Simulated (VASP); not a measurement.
# Zn (Fd-3m) in VASP: notebook, part 2 of 2

VASP 6.6.1.

### 3 Single point, PBEsol (volume scaled by 1.12)

Input file INCAR:

```
ALGO     = Normal         # electronic algorithm
EDIFF    = 1E-7           # SCF threshold, eV
ENCUT    = 520            # plane-wave cutoff, eV
GGA      = PS             # functional
ISIF     = 2              # what is computed and relaxed
ISMEAR   = -1             # smearing method
LASPH    = True           # aspherical terms in the spheres
LCHARG   = True           # write CHGCAR
LELF     = True           # ELF
LREAL    = False          # projectors in reciprocal space
LVHAR    = True         
LWAVE    = False          # write WAVECAR
NBANDS   = 19             # bands
NELM     = 100            # most SCF steps
PREC     = Accurate       # precision mode
SIGMA    = 0.1            # smearing width, eV
```

Input file KPOINTS:

```
k-points
0
Gamma
  11 11 11
```

Input file POSCAR:

```
Zn
1.0
    0.0000000000      2.9353997693      2.9353997693
    2.9353997693      0.0000000000      2.9353997693
    2.9353997693      2.9353997693      0.0000000000
Zn
2
Direct
    0.1250000000      0.1250000000      0.1250000000
    0.8750000000      0.8750000000      0.8750000000
```

Potentials or basis: VASP PAW PBE potentials, release 64 (Zn).

Command:

```sh
> cat potpaw_PBE.64/Zn/POTCAR > POTCAR
> mpirun -np 1 vasp_std > vasp.out
```

OUTCAR:

```text
EDIFF = 1E-7
   ENCUT = 520
   GGA = PS
   ISIF = 2
   ISMEAR = -1
   LASPH = True
   LREAL = False
   NELM = 100
   PREC = Accurate

 ion  position               nearest neighbor table
   1  0.125  0.125  0.125-   2 2.54   2 2.54   2 2.54   2 2.54
   2  0.875  0.875  0.875-   1 2.54   1 2.54   1 2.54   1 2.54

  LATTYP: Found a face centered cubic cell.
 ALAT       =     5.8707995386

  Lattice vectors:

 A1 = (   0.0000000000,   2.9353997693,   2.9353997693)
 A2 = (   2.9353997693,   0.0000000000,   2.9353997693)
 A3 = (   2.9353997693,   2.9353997693,   0.0000000000)

Analysis of symmetry for initial positions (statically):
=====================================================================
 Subroutine PRICEL returns:
 Original cell was already a primitive cell.

 Routine SETGRP: Setting up the symmetry group for a
 face centered cubic supercell.

 Subroutine GETGRP returns: Found 48 space group operations
 (whereof 12 operations were pure point group operations)
 out of a pool of 48 trial point group operations.

The static configuration has the point symmetry D_3d.
 The point group associated with its full space group is O_h .

Analysis of symmetry for dynamics (positions and initial velocities):
=====================================================================
 Subroutine PRICEL returns:
 Original cell was already a primitive cell.

 Routine SETGRP: Setting up the symmetry group for a
 face centered cubic supercell.

 Subroutine GETGRP returns: Found 48 space group operations
 (whereof 12 operations were pure point group operations)
 out of a pool of 48 trial point group operations.

The dynamic configuration has the point symmetry D_3d.
 The point group associated with its full space group is O_h .

 Subroutine INISYM returns: Found 48 space group operations
[... 103 lines left out ...]
   ISIF   =      2    stress and relaxation
   ISYM   =      2    0-nonsym 1-usesym 2-fastsym
   POTIM  = 0.5000    time-step for ionic-motion
   TEBEG  =    0.0;   TEEND  =   0.0 temperature during run
   PSTRESS=    0.0 pullay stress
   NELECT =      24.0000    total number of electrons
   NUPDOWN=      -1.0000    fix difference up-down
   EMIN   =  10.00;   EMAX   =-10.00  energy-range for DOS
   EFERMI =   0.00;   METHOD = LEGACY
   ISMEAR =    -1;   SIGMA  =   0.10  broadening in eV -4-tet -1-fermi 0-gaus
   EFERMI_NEDOS =   21; number of points for ismear=-14 and -15
   IALGO  =     38    algorithm
   IMIX   =      4    mixing-type and parameters
     AMIX     =   0.40;   BMIX     =  1.00
     AMIX_MAG =   1.60;   BMIX_MAG =  1.00
  volume/ion in A,a.u.               =      25.29       170.69
  Fermi-wavevector in a.u.,A,eV,Ry     =   1.276835  2.412868 22.181669  1.630307
  Thomas-Fermi vector in A             =   2.409468
   LORBIT       =      0    0 simple, 1 ext, 2 COOP (PROOUT), +10 PAW based schemes
   GGA     = PS    functional components
   LHFCALC =     F    Hartree Fock is set to
   AEXX    =    0.0000 exact exchange contribution
   IVDW    =     0    specifies the selected vdW correction
   LEPSILON=     F    determine dielectric tensor
   LRPA    =     F    only Hartree local field effects (RPA)
 non-spin polarized calculation
  energy-cutoff  :      520.00
  volume of cell :       50.59
 maximum number of plane-waves:      1379
   NGX = 15   NGY = 15   NGZ = 15

 number of electron      23.9999991 magnetization

 Free energy of the ion-electron system (eV)
  ---------------------------------------------------
  ext. energy  EPLUGINS =         0.00000000
  ---------------------------------------------------
  free energy    TOTEN  =        -1.92292339 eV

  energy without entropy =       -1.89186613  energy(sigma->0) =       -1.90739476

 E-fermi :   0.0198     XC(G=0):  -9.0182

 val. band max:       -0.0331446598   @ k =  -0.4545   0.3636   0.0000
 cond. band min:       0.0217150142   @ k =  -0.3636   0.4545   0.1818
 fundamental gap:      0.0548596741
 Fermi energy:         0.0197937156

 k-point     1 :       0.0000    0.0000    0.0000
  band No.  band energies     occupation
      1      -7.4298      2.00000
      2      -7.4298      2.00000
      3      -7.4298      2.00000
      4      -7.4079      2.00000
      5      -7.3875      2.00000
      6      -7.3875      2.00000
[... 505 lines left out ...]
      6      -7.1212      2.00000
[... 11 lines left out ...]
     18       8.5452      0.00000
     19       9.8589      0.00000

 [... further k-points ...]
[... 5 lines left out ...]
  --------------------------------------------------------------------------------------
  -------------------------------------------------------------------------------------
  Total       -0.8855851     -0.8855851     -0.8855851      0.0000000     -0.0000000      0.0000000
  in kB      -28.0484657    -28.0484657    -28.0484657      0.0000000     -0.0000000      0.0000000
  external PRESSURE =     -28.0484657 kB  Pullay stress =       0.0000000 kB

 VOLUME and BASIS-vectors are now :
 -----------------------------------------------------------------------------
  energy-cutoff  :      520.00
  volume of cell :       50.59
      direct lattice vectors                 reciprocal lattice vectors
     0.000000000  2.935399769  2.935399769    -0.170334550  0.170334550  0.170334550
     2.935399769  0.000000000  2.935399769     0.170334550 -0.170334550  0.170334550
     2.935399769  2.935399769  0.000000000     0.170334550  0.170334550 -0.170334550

 POSITION                                       TOTAL-FORCE (eV/Angst)
 -----------------------------------------------------------------------------------
      0.73385      0.73385      0.73385        -0.000000     -0.000000     -0.000000
      5.13695      5.13695      5.13695         0.000000      0.000000      0.000000
 -----------------------------------------------------------------------------------
    total drift:                                0.000000      0.000000     -0.000000

  FREE ENERGIE OF THE ION-ELECTRON SYSTEM (eV)
  ---------------------------------------------------
  free  energy   TOTEN  =        -1.9229233939 eV

  energy  without entropy=       -1.8918661267  energy(sigma->0) =       -1.90739476
```

Run time: 43 s. Hardware: 1 thread of AMD EPYC 7R43 (Zen 3), shared host; peak memory 0.16 GiB.

Results:

| Quantity | Value |
| --- | --- |
| Free energy | -1.9229 eV |
| Pressure | -2.8 GPa |
| Band gap on the k mesh | zero (band 12 reaches 5.10 eV, above the bottom of band 13 at -0.60 eV) |

Caveat: the cell differs from its parent crystal (volume scaled by 1.12); the PAW data sets were made with another functional, which shifts forces and pressure a little.

### 4 Single point, PBEsol

This run uses another cell than the first one, of 22.58 Å³/atom, 0.926 times its volume.

INCAR, as its differences from that of step 3:

```diff
@@ -13,3 +13,3 @@
 NBANDS   = 19             # bands
-NELM     = 100            # most SCF steps
+NELM     = 80             # most SCF steps
 PREC     = Accurate       # precision mode
```

Input file KPOINTS:

```
k-points
0
Gamma
  16 16 16
```

Input file POSCAR:

```
Zn
1.0
    0.0000000000      2.8265797820      2.8265797820
    2.8265797820      0.0000000000      2.8265797820
    2.8265797820      2.8265797820      0.0000000000
Zn
2
Direct
    0.1250000000      0.1250000000      0.1250000000
    0.8750000000      0.8750000000      0.8750000000
```

Command:

```sh
> cat potpaw_PBE.64/Zn/POTCAR > POTCAR
> mpirun -np 1 vasp_std > vasp.out
```

Run time: 80 s. Hardware: 1 thread of AMD EPYC 7R43 (Zen 3), shared host; peak memory 0.2 GiB.

Results (log left out):

- Free energy: -1.9720 eV
- Pressure: 0.3 GPa
- Band gap on the k mesh: zero (band 12 reaches 6.06 eV, above the bottom of band 13 at -0.35 eV)

Levels at points of the mesh, in eV from the Fermi level:
| k point | band 8 | band 9 | band 10 | band 11 | band 12 | band 13 | band 14 | band 15 | band 16 | band 17 |
| --- | --- | --- | --- | --- | --- | --- | --- | --- | --- | --- |
| (0.00, 0.00, 0.00) | -6.94 | -6.94 | -6.70 | -6.70 | 5.63 | 5.63 | 5.63 | 7.08 | 7.08 | 7.08 |
| (0.50, 0.00, 0.00) | -6.90 | -6.71 | -6.71 | -4.67 | -3.24 | 3.65 | 3.65 | 6.31 | 7.80 | 7.80 |
| (0.50, 0.50, 0.00) | -7.07 | -6.66 | -6.66 | -3.18 | -3.18 | 1.23 | 1.23 | 4.58 | 4.58 | 15.45 |

Caveat: the PAW data sets were made with another functional, which shifts forces and pressure a little.

### 5 Summary

```tsv
cell	k mesh	gap on the mesh (eV)	pressure (GPa)
a = 4.101 Å, angles 60.0°, 2 atoms	11 × 11 × 11	none	-2.0
a = 4.151 Å, angles 60.0°, 2 atoms	11 × 11 × 11	none	-2.8
a = 3.997 Å, angles 60.0°, 2 atoms	16 × 16 × 16	none	0.3
```

Alike in all rows: task single point; level PBEsol; potentials or basis VASP PAW PBE potentials, release 64 (Zn); no spin polarisation; cutoff (eV) 520; smearing fermi-dirac 0.1 eV.

Caveats: the PAW data sets were made with another functional, which shifts forces and pressure a little.

Absolute energies hang on the potentials; compare differences alone.
